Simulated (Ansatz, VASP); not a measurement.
# Ge in VASP and in Ansatz

File INCAR:

```
SYSTEM = Ge
  PREC = Accurate
  ENCUT = 600
  EDIFF = 1E-7
  ISMEAR = 0
  SIGMA = 0.01
  LREAL = .FALSE.
  LASPH = .TRUE.
  NELM = 80
  ALGO = Normal
  ISIF = 3
  LWAVE = .FALSE.
  LCHARG = .FALSE.
  GGA = PS
  IBRION = 2
  NSW = 100
  EDIFFG = -0.005
```

Contents of KPOINTS:

```
Automatic mesh
0
G
  12 12 6
  0 0 0
```

POSCAR

```
Ge
1.0
    3.9975858431      0.0000000000      0.0000000000
   -1.9987929216      3.4620108940      0.0000000000
    0.0000000000      0.0000000000      6.5993779500
Ge
4
Direct
    0.6666666700      0.3333333300      0.0629012500
    0.3333333300      0.6666666700      0.5629012500
    0.6666666700      0.3333333300      0.4370987500
    0.3333333300      0.6666666700      0.9370987500
```

Input for Ansatz:

```yaml
crystal:
  lattice:
    - [3.9975858431, 0.0, 0.0]
    - [-1.9987929216, 3.462010894, 0.0]
    - [0.0, 0.0, 6.59937795]
  atoms:
    - { symbol: Ge, position: [0.66666667, 0.33333333, 0.06290125] }
    - { symbol: Ge, position: [0.33333333, 0.66666667, 0.56290125] }
    - { symbol: Ge, position: [0.66666667, 0.33333333, 0.43709875] }
    - { symbol: Ge, position: [0.33333333, 0.66666667, 0.93709875] }
basis:
  ecutwfc: 420
kpoints:
  mp_grid: { grid: [12, 12, 6] }
hamiltonian:
  xc: pbesol
scf:
  occupations: { method: gaussian, width: 0.01 }
output:
  forces: true
  stress: true
  eigenvalues: true
relax:
  adjacent_minimum: "off"
  f_tol: 0.005
  max_steps: 80
  cell: { stress_tol: 0.05 }
```

Alike in both runs: task relaxation of cell and atoms; functional PBEsol; k mesh 12 × 12 × 6; occupations gaussian, width 0.01 eV; no spin polarisation.

```csv
,VASP,Ansatz
version,VASP 6.6.1,Ansatz 0.2.0
potentials or method,"VASP PAW PBE potentials, release 64 (Ge_d), cutoff 600 eV","scalar-relativistic, plane waves, PAW"
valence electrons in the cell,56,56
```

|  | VASP | Ansatz | Ansatz less VASP |
| --- | --- | --- | --- |
| gap on the k mesh at the Fermi level, each at its own relaxed structure (eV) | none | none | - |
| relaxed volume (Å³/atom) | 22.78 | 22.82 | +0.038 |
| relaxed length of the cell vector where the two differ most in proportion (Å) | 3.996 | 3.999 | +0.0030 |

VASP's potentials were made for PBE, not for PBEsol. A gap of «none» marks a metal or a gap that the smearing closes.
